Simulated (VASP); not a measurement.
A run of VASP 6.6.1 is set up as follows.

Contents of INCAR:

```
  PREC = Accurate
  ENCUT = 520
  EDIFF = 1E-7
  ISMEAR = 0
  SIGMA = 0.01
  LREAL = F
  LASPH = T
  NELM = 100
  ALGO = Normal
  ISIF = 2
  LWAVE = F
  LCHARG = T
  GGA = PE
  LELF = T
  LVHAR = T
  NBANDS = 16
```

File KPOINTS:

```
regular mesh
0
Gamma
  8 8 8
```

The input POSCAR:

```
ZnSe
1.0
    0.0000000000      2.6805296698      2.6805296698
    2.6805296698      0.0000000000      2.6805296698
    2.6805296698      2.6805296698      0.0000000000
Zn Se
1 1
Direct
    0.0000000000      0.0000000000      0.0000000000
    0.7500000000      0.7500000000      0.7500000000
```

Potentials or basis: VASP PAW PBE potentials, release 64 (Zn, Se).

Command:

```sh
$ cat potpaw_PBE.64/Zn/POTCAR potpaw_PBE.64/Se/POTCAR > POTCAR
$ mpirun -np 1 vasp_std > vasp.out
```

Q: Estimate the pressure.

A: 18.5 GPa.

Q: Estimate the band gap on the k mesh.

A: 2.01 eV, direct.

A hybrid or GW would open this gap; PBE tends to underestimate it.
